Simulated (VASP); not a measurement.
Input of a VASP 6.6.1 run:

POSCAR

```
Ta
1.0
   -1.6008425121      1.6008425121      1.6008425121
    1.6008425121     -1.6008425121      1.6008425121
    1.6008425121      1.6008425121     -1.6008425121
Ta
1
Direct
    0.0000000000      0.0000000000      0.0000000000
```

INCAR.step1

```
SYSTEM = Ta
ALGO     = Normal         ! electronic algorithm
EDIFF    = 1E-4           ! SCF threshold, eV
ENCUT    = 600            ! plane-wave cutoff, eV
GGA      = PE             ! functional
ISMEAR   = 0              ! smearing method
LASPH    = .True.         ! aspherical terms in the spheres
LCHARG   = .False.        ! write CHGCAR
LREAL    = .False.        ! projectors in reciprocal space
LWAVE    = .True.         ! write WAVECAR
NELM     = 100            ! most SCF steps
PREC     = Accurate       ! precision mode
SIGMA    = 0.1            ! smearing width, eV
```

File INCAR.step2:

```
SYSTEM = Ta
ALGO     = Normal         ! electronic algorithm
EDIFF    = 1E-6           ! SCF threshold, eV
EDIFFG   = -0.05          ! ionic threshold
ENCUT    = 600            ! plane-wave cutoff, eV
IBRION   = 2              ! ionic algorithm
ISIF     = 3              ! what is computed and relaxed
ISMEAR   = 0              ! smearing method
ISTART   = 1            
LASPH    = .True.         ! aspherical terms in the spheres
LCHARG   = .False.        ! write CHGCAR
LMIXTAU  = .True.       
LREAL    = .False.        ! projectors in reciprocal space
LWAVE    = .False.        ! write WAVECAR
METAGGA  = R2SCAN         ! meta-GGA
NELM     = 100            ! most SCF steps
NSW      = 80             ! ionic steps
PREC     = Accurate       ! precision mode
PSTRESS  = 208.0        
SIGMA    = 0.1            ! smearing width, eV
```

The input KPOINTS:

```
k-points
0
Gamma
  8 8 8
  0 0 0
```

Potentials or basis: VASP PAW PBE potentials, release 64 (Ta_pv).

Command:

```bash
$ cat potpaw_PBE.64/Ta_pv/POTCAR > POTCAR
$ cp INCAR.step1 INCAR
$ mpirun -np 1 vasp_std > vasp.out
$ cp INCAR.step2 INCAR
$ mpirun -np 1 vasp_std > vasp.out
```

Estimate the band gap on the k mesh.

zero (an odd number of electrons rules out a gap without spin polarisation).

Estimate the relaxed cell.

a = 2.776 Å, b = 2.776 Å, c = 2.776 Å, α = 109.47°, β = 109.47°, γ = 109.47°.

Estimate the space group after relaxing (to 0.1 Å).

Im-3m (No. 229).

The path:
| step | energy change (eV) | largest force (eV/Å) | pressure (GPa) | volume (Å³) |
| --- | --- | --- | --- | --- |
| 1 | 0.0000 | 0.0000 | 21.77 | 16.41 |
| 2 | -0.0290 | 0.0000 | 17.55 | 16.65 |
| 3 | -0.0070 | 0.0000 | 20.81 | 16.46 |

Caveat: the cell is relaxed towards a set pressure, so the run minimises the enthalpy, not the energy; the PAW data sets were made with another functional, which shifts forces and pressure a little; spin-orbit coupling is left out, which moves the levels of the heavy elements. Zero-point motion and thermal expansion aren't in these numbers.
